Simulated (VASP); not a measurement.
Wanted: the native input for a VASP 6.6.1 run.

```yaml
Task: single point
Functional: PBEsol
Potentials_or_basis: VASP PAW PBE potentials, release 64 (Zr_sv, O)
Cutoff: 600 eV
k_mesh: 4 × 4 × 4
Occupations: gaussian, width 0.01 eV
Spin: no spin polarisation
Dipole_correction: no
Further_INCAR_settings: ALGO = Normal; EDIFF = 1e-06; NBANDS = 19
```

The structure of ZrO2 (Cubic zirconia) lies in POSCAR:

```
ZrO2
1.0
    0.0000000000      2.5350000000      2.5350000000
    2.5350000000      0.0000000000      2.5350000000
    2.5350000000      2.5350000000      0.0000000000
Zr O
1 2
Direct
    0.0000000000      0.0000000000      0.0000000000
    0.2500000000      0.2500000000      0.2500000000
    0.7500000000      0.7500000000      0.7500000000
```

These files were run (other wordings do the same):

INCAR

```
PREC     = Accurate       # precision mode
ENCUT    = 600            # plane-wave cutoff, eV
EDIFF    = 1E-6           # SCF threshold, eV
ISMEAR   = 0              # smearing method
SIGMA    = 0.01           # smearing width, eV
LREAL    = F              # projectors in reciprocal space
LASPH    = T              # aspherical terms in the spheres
NELM     = 120            # most SCF steps
ALGO     = Normal         # electronic algorithm
ISIF     = 2              # what is computed and relaxed
LWAVE    = F              # write WAVECAR
LCHARG   = T              # write CHGCAR
GGA      = PS             # functional
LELF     = T              # ELF
LVHAR    = T            
NBANDS   = 19             # bands
GGA_COMPAT= F
```

KPOINTS

```
regular mesh
0
Gamma
  4 4 4
```

Potentials or basis: VASP PAW PBE potentials, release 64 (Zr_sv, O).

Command:

```console
$ cat potpaw_PBE.64/Zr_sv/POTCAR potpaw_PBE.64/O/POTCAR > POTCAR
$ mpirun -np 1 vasp_std > vasp.out
```

Results of the run:

| Property | Result |
| --- | --- |
| Pressure | -0.7 GPa |
| Band gap on the k mesh | 3.31 eV, indirect (least direct gap 3.75 eV) |

Caveat: the k points lie up to 0.54 Å⁻¹ apart; the PAW data sets were made with another functional, which shifts forces and pressure a little.

Wall time 7.7 s on 1 thread of Intel(R) Xeon(R) 6975P-C (Granite Rapids), on a shared host, peak memory 0.16 GiB.
